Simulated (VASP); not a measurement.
Input of a VASP 6.6.1 run:

The input INCAR:

```
SYSTEM = ZrC
PREC = Accurate
ENCUT = 520
EDIFF = 1E-6
ISMEAR = 0
SIGMA = 0.15
LREAL = .FALSE.
LASPH = .TRUE.
NELM = 100
ALGO = Normal
ISIF = 2
LWAVE = .FALSE.
LCHARG = .FALSE.
GGA = PE
NBANDS = 15
```

KPOINTS

```
regular mesh
0
G
  18 18 18
  0 0 0
```

POSCAR

```
ZrC
1.0
    0.0000000000      2.3854631500      2.4207163000
    2.3854631500      0.0000000000      2.4207163000
    2.3854631500      2.3854631500      0.0000000000
Zr C
1 1
Direct
    0.5000000000      0.5000000000      0.5000000000
    0.0000000000      0.0000000000      0.0000000000
```

Potentials or basis: VASP PAW PBE potentials, release 64 (Zr_sv, C).

Run with:

```sh
$ cat potpaw_PBE.64/Zr_sv/POTCAR potpaw_PBE.64/C/POTCAR > POTCAR
$ mpirun -np 1 vasp_std > vasp.out
```

Estimate the pressure.

-10.5 GPa.

Predict the band gap on the k mesh.

zero (bands 8 and 9 overlap by 1.31 eV).

Stress tensor (GPa, compression positive):
```
 -9.15   0.00   0.00
  0.00  -9.15   0.00
  0.00   0.00 -13.10
```

Caveat: the cell differs from its parent crystal (strain +0.015 along x and y, +0.030 along z); the cell stands under tension.
